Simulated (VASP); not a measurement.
Runs of VASP 6.6.1 on KMgF3 (cubic perovskite). The structure is that of space group Pm-3m (No. 221), or close to it. The cells are those of the table. 

```csv
cell,gap on the mesh (eV),pressure (GPa)
"a = 3.640 Å, 5 atoms",10.81,(b)
"a = 3.979 Å, 5 atoms",(c),(d)
"a = 4.033 Å, 5 atoms",7.98,-3.4
"a = 3.924 Å, 5 atoms",8.63,3.1
"a = 3.853 Å, 5 atoms",9.10,8.9
"a = 3.703 Å, 5 atoms",10.26,(a)
```

Alike in all rows: task single point; level r2SCAN; potentials or basis VASP PAW PBE potentials, release 64 (K_sv, Mg, F); no spin polarisation; k mesh 6 × 6 × 6; cutoff (eV) 520; smearing gaussian 0.01 eV.

Task: Estimate the missing entries.

Result: (a) 27.3; (b) 38.4; (c) 8.29; (d) -0.5.

Caveats: the PAW data sets were made with another functional, which shifts forces and pressure a little.

A k mesh can miss the band edges.
